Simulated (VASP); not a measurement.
A run of VASP 6.6.1 is set up as follows.

The input INCAR:

```
SYSTEM = Ca
PREC = Accurate
ENCUT = 520
EDIFF = 1E-6
ISMEAR = -1
SIGMA = 0.1
LREAL = .FALSE.
LASPH = .TRUE.
NELM = 60
ALGO = Normal
ISIF = 2
LWAVE = .FALSE.
LCHARG = .TRUE.
GGA = RE
LELF = .TRUE.
LVHAR = .TRUE.
NBANDS = 17
```

Contents of KPOINTS:

```
Automatic mesh
0
G
  7 7 7
  0 0 0
```

File POSCAR:

```
Ca
1.0
    0.0000000000      4.4818244619      4.4818244619
    4.4818244619      0.0000000000      4.4818244619
    4.4818244619      4.4818244619      0.0000000000
Ca
2
Direct
    0.1250000000      0.1250000000      0.1250000000
    0.8750000000      0.8750000000      0.8750000000
```

Potentials or basis: VASP PAW PBE potentials, release 64 (Ca_sv).

Run with:

```sh
$ cat potpaw_PBE.64/Ca_sv/POTCAR > POTCAR
$ mpirun -np 1 vasp_std > vasp.out
```

(1) Estimate the band gap on the k mesh.

(2) Estimate the pressure.

## Answers

(1) zero (band 10 reaches 0.34 eV, above the bottom of band 11 at -0.32 eV).

(2) -0.2 GPa.

Caveat: the PAW data sets were made with another functional, which shifts forces and pressure a little.
